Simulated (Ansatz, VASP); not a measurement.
One calculation of Al3Ga3N2, two programs

```
CELL_PARAMETERS angstrom
2.91237 0.00000 0.00000
-1.45619 2.52219 0.00000
0.00000 0.00000 14.46815
ATOMIC_POSITIONS crystal
Al 0.33333 0.66667 0.83508
Al 0.66667 0.33333 0.16492
Al 0.00000 0.00000 0.00000
Ga 0.33333 0.66667 0.32534
Ga 0.00000 0.00000 0.50000
Ga 0.66667 0.33333 0.67466
N 0.66667 0.33333 0.91934
N 0.33333 0.66667 0.08066
```

Alike in both runs: functional PBE; k mesh 6 × 6 × 2; occupations gaussian, width 0.2 eV; no spin polarisation.

Ansatz relaxed the structure, and its values are those at the end. VASP's run is a single point on that final structure, the one shown.

```csv
,VASP,Ansatz
version,VASP 6.6.1,Ansatz 0.2.0
potentials or method,"VASP PAW PBE potentials, release 64 (Al, Ga_d, N), cutoff 520 eV","scalar-relativistic, plane waves, PAW"
valence electrons in the cell,58,58
```

|  | VASP | Ansatz | Ansatz less VASP |
| --- | --- | --- | --- |
| gap on the k mesh at the Fermi level (eV) | none | none | - |
| pressure (GPa) | -0.2 | -0.2 | +0.03 |
| rms of the force components (eV/Å) | 0.005 | 0.007 | +0.0016 |

A gap of «none» marks a metal or a gap that the smearing closes.

The k mesh is coarse, so the values compare programs but aren't converged.
